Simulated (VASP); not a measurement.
# Cu (I4/mmm) in VASP: notebook

Runs on Cu. Level: PBEsol. Tasks: single point, relaxation of shape and atoms at fixed volume.

Program: VASP 6.6.1. These are calculated values, not measurements. Logs are shortened: lines on timing, memory, paths and dates and some standing lists are left out, and cuts for length are marked.

## Step 1: The cell of the first run

The structure is tetragonal, space group I4/mmm (No. 139). Conventional cell: a = 2.977 Å, b = 2.977 Å, c = 2.802 Å, α = 90.00°, β = 90.00°, γ = 90.00°. Within 3.3 Å of Cu (site symmetry 4/mmm) lie 14 Cu at 2.53 to 2.98 Å.

## Step 2: Single point, PBEsol (equal strain along all axes, cell held: +3.0 %)

Input file INCAR:

```
SYSTEM = Cu
PREC = Accurate
ENCUT = 520
EDIFF = 1E-7
ISMEAR = 0
SIGMA = 0.1
LREAL = .FALSE.
LASPH = .TRUE.
NELM = 100
ALGO = Fast
ISIF = 2
LWAVE = .FALSE.
LCHARG = .TRUE.
GGA = PS
LELF = .TRUE.
LVHAR = .TRUE.
NBANDS = 18
```

Input file KPOINTS:

```
Automatic mesh
0
G
  18 18 20
  0 0 0
```

Input file POSCAR:

```
Cu
1.0
    2.9768889531      0.0000000000      0.0000000000
    0.0000000000      2.9768889531      0.0000000000
    0.0000000000      0.0000000000      2.8016148453
Cu
2
Direct
    0.0000000000      0.0000000000      0.0000000000
    0.5000000000      0.5000000000      0.5000000000
```

Potentials or basis: VASP PAW PBE potentials, release 64 (Cu).

Launch:

```bash
$ cat potpaw_PBE.64/Cu/POTCAR > POTCAR
$ mpirun -np 1 vasp_std > vasp.out
```

OUTCAR:

```text
SYSTEM = Cu
   PREC = Accurate
   ENCUT = 520
   EDIFF = 1E-7
   ISMEAR = 0
   LREAL = .FALSE.
   LASPH = .TRUE.
   NELM = 100
   ISIF = 2
   GGA = PS

 ion  position               nearest neighbor table
   1  0.000  0.000  0.000-   2 2.53   2 2.53   2 2.53   2 2.53   2 2.53   2 2.53   2 2.53   2 2.53

   2  0.500  0.500  0.500-   1 2.53   1 2.53   1 2.53   1 2.53   1 2.53   1 2.53   1 2.53   1 2.53

  LATTYP: Found a simple tetragonal cell.
 ALAT       =     2.9768889531
 C/A-ratio  =     0.9411217178

  Lattice vectors:

 A1 = (   2.9768889531,   0.0000000000,   0.0000000000)
 A2 = (   0.0000000000,   2.9768889531,   0.0000000000)
 A3 = (   0.0000000000,   0.0000000000,   2.8016148453)

Analysis of symmetry for initial positions (statically):
=====================================================================
 Subroutine PRICEL returns following result:

  LATTYP: Found a body centered tetragonal cell.
 ALAT       =     2.9768889531
 C/A-ratio  =     0.9411217178

  Lattice vectors:

 A1 = (  -1.4884444765,  -1.4884444765,  -1.4008074226)
 A2 = (   1.4884444765,   1.4884444765,  -1.4008074227)
 A3 = (   1.4884444765,  -1.4884444765,   1.4008074226)

   2 primitive cells build up your supercell.

 Routine SETGRP: Setting up the symmetry group for a
 simple tetragonal supercell.

 Subroutine GETGRP returns: Found 16 space group operations
 (whereof 16 operations were pure point group operations)
 out of a pool of 16 trial point group operations.

The static configuration has the point symmetry D_4h.

Analysis of symmetry for dynamics (positions and initial velocities):
=====================================================================
 Subroutine PRICEL returns following result:

  LATTYP: Found a body centered tetragonal cell.
 ALAT       =     2.9768889531
 C/A-ratio  =     0.9411217178

  Lattice vectors:

 A1 = (  -1.4884444765,  -1.4884444765,  -1.4008074226)
 A2 = (   1.4884444765,   1.4884444765,  -1.4008074227)
 A3 = (   1.4884444765,  -1.4884444765,   1.4008074226)

   2 primitive cells build up your supercell.

 Routine SETGRP: Setting up the symmetry group for a
 simple tetragonal supercell.

 Subroutine GETGRP returns: Found 16 space group operations
 (whereof 16 operations were pure point group operations)
 out of a pool of 16 trial point group operations.

The dynamic configuration has the point symmetry D_4h.

 Subroutine INISYM returns: Found 16 space group operations
 (whereof 16 operations are pure point group operations),
 and found     2 'primitive' translations

----------------------------------------------------------------------------------------

                                     Primitive cell

  volume of cell :      12.4138

  direct lattice vectors                    reciprocal lattice vectors
    -1.488444477 -1.488444477 -1.400807423    -0.000000000 -0.335921163 -0.356937001
     1.488444477  1.488444477 -1.400807423     0.335921163  0.000000000 -0.356937001
     1.488444477 -1.488444477  1.400807423     0.335921163 -0.335921163  0.000000000

  length of vectors
     2.528476884  2.528476884  2.528476884     0.490150028  0.490150028  0.475064265

  position of ions in fractional coordinates (direct lattice)
     0.000000000  0.000000000  0.000000000

  ion indices of the primitive-cell ions
   primitive index   ion index
                 1           1

----------------------------------------------------------------------------------------

 KPOINTS: Automatic mesh

Automatic generation of k-mesh.
 Grid dimensions read from file:
 generate k-points for:   18   18   20

 Generating k-lattice:

  Cartesian coordinates                     Fractional coordinates (reciprocal lattice)
     0.018662287  0.000000000  0.000000000     0.055555556  0.000000000  0.000000000
     0.000000000  0.018662287  0.000000000     0.000000000  0.055555556  0.000000000
     0.000000000  0.000000000  0.017846850     0.000000000  0.000000000  0.050000000

  Length of vectors
     0.018662287  0.018662287  0.017846850

  Shift w.r.t. Gamma in fractional coordinates (k-lattice)
     0.000000000  0.000000000  0.000000000

 Subroutine IBZKPT returns following result:
 ===========================================

 Found    605 irreducible k-points:

 Following reciprocal coordinates:
            Coordinates               Weight
  0.000000  0.000000  0.000000      1.000000
  0.055556  0.000000  0.000000      4.000000
  0.111111  0.000000  0.000000      4.000000
  0.166667  0.000000  0.000000      4.000000
  0.222222  0.000000  0.000000      4.000000
  0.277778  0.000000  0.000000      4.000000
[... 16 lines left out ...]
  0.277778  0.111111  0.000000      8.000000
  0.333333  0.111111  0.000000      8.000000
 [... further k-points ...]
   k-points           NKPTS =    605   k-points in BZ     NKDIM =    605   number of bands    NBANDS=     18
   number of dos      NEDOS =    301   number of ions     NIONS =      2
   total plane-waves  NPLWV =  13824
   dimension x,y,z NGX =    24 NGY =   24 NGZ =   24
   dimension x,y,z NGXF=    48 NGYF=   48 NGZF=   48
   ions per type =               2
   NGX,Y,Z   is equivalent  to a cutoff of  13.40, 13.40, 14.24 a.u.
   NGXF,Y,Z  is equivalent  to a cutoff of  26.81, 26.81, 28.48 a.u.
 SYSTEM =  Cu
   PREC   = accura    normal or accurate (medium, high low for compatibility)
   ISTART =      0    job   : 0-new  1-cont  2-samecut
   ICHARG =      2    charge: 1-file 2-atom 10-const
   ISPIN  =      1    spin polarized calculation?
   LNONCOLLINEAR =      F non collinear calculations
   LSORBIT =      F    spin-orbit coupling
   LASPH  =      T    aspherical Exc in radial PAW
   ENCUT  =  520.0 eV  38.22 Ry    6.18 a.u.   5.54  5.54  5.21*2*pi/ulx,y,z
   NELM   =    100;   NELMIN=  2; NELMDL= -5     # of ELM steps
   EDIFF  = 0.1E-06   stopping-criterion for ELM
   LREAL  =      F    real-space projection
   EDIFFG = 0.1E-05   stopping-criterion for IOM
   NSW    =      0    number of steps for IOM
   IBRION =     -1    ionic relax: 0-MD 1-quasi-New 2-CG
   NFREE  =      0    steps in history (QN), initial steepest desc. (CG)
   ISIF   =      2    stress and relaxation
   ISYM   =      2    0-nonsym 1-usesym 2-fastsym
   POTIM  = 0.5000    time-step for ionic-motion
   TEBEG  =    0.0;   TEEND  =   0.0 temperature during run
   PSTRESS=    0.0 pullay stress
   NELECT =      22.0000    total number of electrons
   NUPDOWN=      -1.0000    fix difference up-down
   EMIN   =  10.00;   EMAX   =-10.00  energy-range for DOS
   EFERMI =   0.00;   METHOD = LEGACY
   ISMEAR =     0;   SIGMA  =   0.10  broadening in eV -4-tet -1-fermi 0-gaus
   EFERMI_NEDOS =   21; number of points for ismear=-14 and -15
   IALGO  =     68    algorithm
   IMIX   =      4    mixing-type and parameters
     AMIX     =   0.40;   BMIX     =  1.00
     AMIX_MAG =   1.60;   BMIX_MAG =  1.00
  volume/ion in A,a.u.               =      12.41        83.77
  Fermi-wavevector in a.u.,A,eV,Ry     =   1.572429  2.971461 33.640871  2.472534
  Thomas-Fermi vector in A             =   2.673865
   LORBIT       =      0    0 simple, 1 ext, 2 COOP (PROOUT), +10 PAW based schemes
   GGA     = PS    functional components
   LHFCALC =     F    Hartree Fock is set to
   AEXX    =    0.0000 exact exchange contribution
   IVDW    =     0    specifies the selected vdW correction
   LEPSILON=     F    determine dielectric tensor
   LRPA    =     F    only Hartree local field effects (RPA)
 non-spin polarized calculation
 RMM-DIIS sequential band-by-band and
 Gauss-broadening in eV      SIGMA  =   0.10
  energy-cutoff  :      520.00
  volume of cell :       24.83
 maximum number of plane-waves:       699
 NGX is ok and might be reduce to    24
   NGX = 11   NGY = 11   NGZ = 11

 number of electron      22.0000041 magnetization

 Free energy of the ion-electron system (eV)
  ---------------------------------------------------
  ext. energy  EPLUGINS =         0.00000000
  ---------------------------------------------------
  free energy    TOTEN  =        -8.46981351 eV

  energy without entropy =       -8.46655946  energy(sigma->0) =       -8.46818649

 E-fermi :   6.7914     XC(G=0): -12.6203

 val. band max:        6.7787788405   @ k =   0.2222   0.0556   0.4500
 cond. band min:       6.7958719607   @ k =   0.2778   0.1667   0.5000
 fundamental gap:      0.0170931202
 Fermi energy:         6.7914447135

 k-point     1 :       0.0000    0.0000    0.0000
  band No.  band energies     occupation
      1      -2.2078      2.00000
      2       2.4224      2.00000
      3       2.4695      2.00000
      4       3.7106      2.00000
      5       3.9358      2.00000
      6       3.9358      2.00000
[... 10 lines left out ...]
     17      22.4886      0.00000
     18      30.6519      0.00000

 k-point     2 :       0.0556    0.0000    0.0000
  band No.  band energies     occupation
      1      -2.1526      2.00000
      2       2.4380      2.00000
      3       2.4851      2.00000
      4       3.7123      2.00000
      5       3.9372      2.00000
      6       3.9461      2.00000
[... 10 lines left out ...]
     17      22.5684      0.00000
     18      30.1232      0.00000

 k-point     3 :       0.1111    0.0000    0.0000
  band No.  band energies     occupation
      1      -1.9877      2.00000
      2       2.4801      2.00000
      3       2.5330      2.00000
      4       3.7178      2.00000
      5       3.9418      2.00000
      6       3.9765      2.00000
[... 10 lines left out ...]
     17      22.9560      0.00000
     18      29.0373      0.00000

 k-point     4 :       0.1667    0.0000    0.0000
  band No.  band energies     occupation
      1      -1.7154      2.00000
      2       2.5360      2.00000
      3       2.6158      2.00000
      4       3.7289      2.00000
      5       3.9513      2.00000
      6       4.0263      2.00000
[... 375 lines left out ...]
      4       3.7295      2.00000
      5       3.8318      2.00000
      6       4.2681      2.00000
[... 10 lines left out ...]
     17      23.3592      0.00000
     18      26.2102      0.00000

 k-point    23 :       0.2778    0.1111    0.0000
  band No.  band energies     occupation
      1      -0.6694      2.00000
      2       2.6790      2.00000
      3       2.9085      2.00000
      4       3.7439      2.00000
      5       3.8355      2.00000
      6       4.3696      2.00000
[... 10 lines left out ...]
     17      23.1398      0.00000
     18      27.4161      0.00000

 k-point    24 :       0.3333    0.1111    0.0000
  band No.  band energies     occupation
      1      -0.1273      2.00000
      2       2.6318      2.00000
      3       3.0666      2.00000
      4       3.7593      2.00000
      5       3.8569      2.00000
      6       4.2873      2.00000
[... 10 lines left out ...]
     17      23.5277      0.00000
     18      25.9742      0.00000

 [... further k-points ...]

------------------------ aborting loop because EDIFF is reached ----------------------------------------

  FORCE on cell =-STRESS in cart. coord.  units (eV):
  Direction    XX          YY          ZZ          XY          YZ          ZX
  --------------------------------------------------------------------------------------
  -------------------------------------------------------------------------------------
  Total       -1.6959900     -1.6959900     -1.7576073      0.0000000      0.0000000      0.0000000
  in kB     -109.4460675   -109.4460675   -113.4223755      0.0000000      0.0000000      0.0000000
  external PRESSURE =    -110.7715035 kB  Pullay stress =       0.0000000 kB

 VOLUME and BASIS-vectors are now :
 -----------------------------------------------------------------------------
  energy-cutoff  :      520.00
  volume of cell :       24.83
      direct lattice vectors                 reciprocal lattice vectors
     2.976888953  0.000000000  0.000000000     0.335921163  0.000000000  0.000000000
     0.000000000  2.976888953  0.000000000     0.000000000  0.335921163  0.000000000
     0.000000000  0.000000000  2.801614845     0.000000000  0.000000000  0.356937001

 POSITION                                       TOTAL-FORCE (eV/Angst)
 -----------------------------------------------------------------------------------
      0.00000      0.00000      0.00000         0.000000      0.000000      0.000000
      1.48844      1.48844      1.40081        -0.000000     -0.000000     -0.000000
 -----------------------------------------------------------------------------------
    total drift:                                0.000000      0.000000     -0.000000

  FREE ENERGIE OF THE ION-ELECTRON SYSTEM (eV)
  ---------------------------------------------------
  free  energy   TOTEN  =        -8.4698135136 eV

  energy  without entropy=       -8.4665594600  energy(sigma->0) =       -8.46818649
```

Wall time 2.1 min (1 thread of Intel Xeon Platinum 8488C (Sapphire Rapids), shared host); peak memory 0.31 GiB.

Results:

```
Free energy            : -8.4698 eV
Pressure               : -11.1 GPa
Band gap on the k mesh : zero (bands 11 and 12 overlap by 7.44 eV)
```

Caveat: the cell differs from its parent crystal (equal strain along all axes, cell held: +3.0 %); the cell stands under tension; the PAW data sets were made with another functional, which shifts forces and pressure a little.

## Step 3: Relaxation of shape and atoms at fixed volume, PBEsol (10.68 Å³/atom)

Input file INCAR:

```
PREC = Accurate ; ENCUT = 600
EDIFF = 1E-6 ; ISMEAR = 0
SIGMA = 0.1 ; LREAL = False
LASPH = True ; NELM = 60
ALGO = Normal ; ISIF = 4
LWAVE = False ; LCHARG = False
GGA = PS ; IBRION = 2
NSW = 50 ; EDIFFG = -0.01
```

Input file KPOINTS:

```
regular mesh
0
Gamma
  20 20 20
```

Input file POSCAR:

```
Cu
1.0
   -1.4155917838      1.4155917838      1.3322441614
    1.4155917838     -1.4155917838      1.3322441614
    1.4155917838      1.4155917838     -1.3322441614
Cu
1
Direct
    0.0000000000      0.0000000000      0.0000000000
```

Potentials or basis: VASP PAW PBE potentials, release 64 (Cu).

Launch:

```bash
$ cat potpaw_PBE.64/Cu/POTCAR > POTCAR
$ mpirun -np 1 vasp_std > vasp.out
```

It took 64 s on 1 thread of Intel Xeon Platinum 8559C (Emerald Rapids), shared host; peak memory 0.19 GiB.

Results (log left out):

```
Free energy               : -4.2423 eV
Energy gained by relaxing : 0.0 meV/atom
Ionic steps               : 3
Pressure after relaxing   : 12.8 GPa
Band gap on the k mesh    : zero (an odd number of electrons rules out a gap without spin polarisation)
```

Stress tensor (GPa, compression positive):
```
12.75  0.00  0.00
 0.00 12.75  0.00
 0.00  0.00 12.95
```

Final structure:
```cif
data_structure
_symmetry_space_group_name_H-M 'P 1'
_symmetry_Int_Tables_number 1
_cell_length_a 2.4045
_cell_length_b 2.4045
_cell_length_c 2.4045
_cell_angle_alpha 107.978
_cell_angle_beta 107.978
_cell_angle_gamma 112.501
_cell_volume 10.68
loop_
_atom_site_label
_atom_site_type_symbol
_atom_site_fract_x
_atom_site_fract_y
_atom_site_fract_z
_atom_site_occupancy
Cu1 Cu 0.00000 0.00000 0.00000 1
```

Levels at points of the mesh, in eV from the Fermi level:
```tsv
k point	band 4	band 5	band 6	band 7	band 8	band 9
(0.00, 0.00, 0.00)	-3.36	-2.43	-2.15	25.41	25.41	26.97
(0.50, 0.00, 0.00)	-2.03	-1.42	-0.74	5.12	17.82	18.22
(0.50, 0.50, 0.00)	-2.22	-1.45	-1.21	4.47	19.34	20.03
(0.50, 0.50, 0.50)	-1.64	-1.58	7.85	7.85	10.18	13.77
```

Caveat: the PAW data sets were made with another functional, which shifts forces and pressure a little.

## Step 4: Relaxation of shape and atoms at fixed volume, PBEsol (11.02 Å³/atom)

Input file INCAR:

```
ALGO = Normal
EDIFF = 1E-6
EDIFFG = -0.01
ENCUT = 600
GGA = PS
IBRION = 2
ISIF = 4
ISMEAR = 0
LASPH = True
LCHARG = False
LREAL = False
LWAVE = False
NELM = 60
NSW = 50
PREC = Accurate
SIGMA = 0.1
```

Input file KPOINTS:

```
k-points
0
Gamma
  20 20 20
```

Input file POSCAR:

```
Cu
1.0
   -1.4304938450      1.4304938450      1.3462688147
    1.4304938450     -1.4304938450      1.3462688147
    1.4304938450      1.4304938450     -1.3462688147
Cu
1
Direct
    0.0000000000      0.0000000000      0.0000000000
```

Launch:

```bash
$ cat potpaw_PBE.64/Cu/POTCAR > POTCAR
$ mpirun -np 1 vasp_std > vasp.out
```

It took 38 s on 1 thread of Intel Xeon Platinum 8559C (Emerald Rapids), shared host; peak memory 0.19 GiB.

The run converged. Its results:

| Property | Result |
| --- | --- |
| Free energy | -4.2624 eV |
| Pressure after relaxing | 6.3 GPa |
| Band gap on the k mesh | zero (an odd number of electrons rules out a gap without spin polarisation) |

Stress tensor (GPa, compression positive):
```
6.26 0.00 0.00
0.00 6.26 0.00
0.00 0.00 6.38
```

Final structure:
```cif
data_structure
_symmetry_space_group_name_H-M 'P 1'
_symmetry_Int_Tables_number 1
_cell_length_a 2.4300
_cell_length_b 2.4300
_cell_length_c 2.4300
_cell_angle_alpha 107.874
_cell_angle_beta 107.874
_cell_angle_gamma 112.715
_cell_volume 11.02
loop_
_atom_site_label
_atom_site_type_symbol
_atom_site_fract_x
_atom_site_fract_y
_atom_site_fract_z
_atom_site_occupancy
Cu1 Cu 0.00000 0.00000 0.00000 1
```

Levels at points of the mesh, in eV from the Fermi level:
```tsv
k point	band 4	band 5	band 6	band 7	band 8	band 9
(0.00, 0.00, 0.00)	-3.24	-2.37	-2.08	25.06	25.06	26.73
(0.50, 0.00, 0.00)	-1.97	-1.40	-0.63	4.96	17.54	17.79
(0.50, 0.50, 0.00)	-2.16	-1.43	-1.12	4.27	19.16	19.68
(0.50, 0.50, 0.50)	-1.61	-1.54	7.68	7.68	10.12	13.50
```

Caveat: the relaxation stopped at its first step, so nothing moved; the PAW data sets were made with another functional, which shifts forces and pressure a little.

## Step 5: Relaxation of shape and atoms at fixed volume, PBEsol (11.70 Å³/atom)

Input file INCAR:

```
SYSTEM = Cu
ALGO = Fast ; EDIFF = 1E-6
EDIFFG = -0.01 ; ENCUT = 600
GGA = PS ; IBRION = 2
ISIF = 4 ; ISMEAR = 0
LASPH = .True. ; LCHARG = .False.
LREAL = .False. ; LWAVE = .False.
NELM = 80 ; NSW = 50
PREC = Accurate ; SIGMA = 0.1
```

Input file KPOINTS:

```
k-points
0
Gamma
  20 20 20
  0 0 0
```

Input file POSCAR:

```
Cu
1.0
   -1.4594004987      1.4594004987      1.3734734941
    1.4594004987     -1.4594004987      1.3734734941
    1.4594004987      1.4594004987     -1.3734734941
Cu
1
Direct
    0.0000000000      0.0000000000      0.0000000000
```

Launch:

```bash
$ cat potpaw_PBE.64/Cu/POTCAR > POTCAR
$ mpirun -np 1 vasp_std > vasp.out
```

Wall time 47 s (1 thread of Intel Xeon Platinum 8559C (Emerald Rapids), shared host); peak memory 0.2 GiB.

The run converged. Its results:

```
Free energy             : -4.2666 eV
Pressure after relaxing : -3.3 GPa
Band gap on the k mesh  : zero (an odd number of electrons rules out a gap without spin polarisation)
```

Stress tensor (GPa, compression positive):
```
-3.24  0.00  0.00
 0.00 -3.24  0.00
 0.00  0.00 -3.39
```

Final structure:
```
CELL_PARAMETERS angstrom
-1.45940 1.45940 1.37347
1.45940 -1.45940 1.37347
1.45940 1.45940 -1.37347
ATOMIC_POSITIONS crystal
Cu 0.00000 0.00000 0.00000
```

Levels at points of the mesh, in eV from the Fermi level:
```
           k point  band 3  band 4  band 5  band 6  band 7  band 8  band 9
(0.00, 0.00, 0.00)   -3.03   -3.03   -2.24   -1.98   24.47   24.47   26.26
(0.50, 0.00, 0.00)   -2.12   -1.87   -1.35   -0.47    4.63   17.06   17.07
(0.50, 0.50, 0.00)   -2.32   -2.05   -1.38   -0.93    3.96   18.66   18.87
(0.50, 0.50, 0.50)   -1.54   -1.54   -1.48    7.46    7.46    9.79   13.08
```

Caveat: the relaxation stopped at its first step, so nothing moved; the PAW data sets were made with another functional, which shifts forces and pressure a little.

## Step 6: Summary

```tsv
task	cell	k mesh	cutoff (eV)	gap on the mesh (eV)	pressure (GPa)
single point	a = 2.977, b = 2.977, c = 2.802 Å, 2 atoms, atomic positions A	18 × 18 × 20	520	none	-11.1
relaxation of shape and atoms at fixed volume	relaxed from a = 2.405 Å, angles 107.9, 107.9, 112.7°, 1 atom, atomic positions B	20 × 20 × 20	600	none	12.8
relaxation of shape and atoms at fixed volume	relaxed from a = 2.430 Å, angles 107.9, 107.9, 112.7°, 1 atom, atomic positions B	20 × 20 × 20	600	none	6.3
relaxation of shape and atoms at fixed volume	relaxed from a = 2.479 Å, angles 107.9, 107.9, 112.7°, 1 atom, atomic positions B	20 × 20 × 20	600	none	-3.3
```

Alike in all rows: level PBEsol; potentials or basis VASP PAW PBE potentials, release 64 (Cu); no spin polarisation; smearing gaussian 0.1 eV.

Caveats: the PAW data sets were made with another functional, which shifts forces and pressure a little; the relaxation stopped at its first step, so nothing moved (at least some runs); the cell stands under tension (at least some runs).

Absolute energies hang on the potentials; compare differences alone.
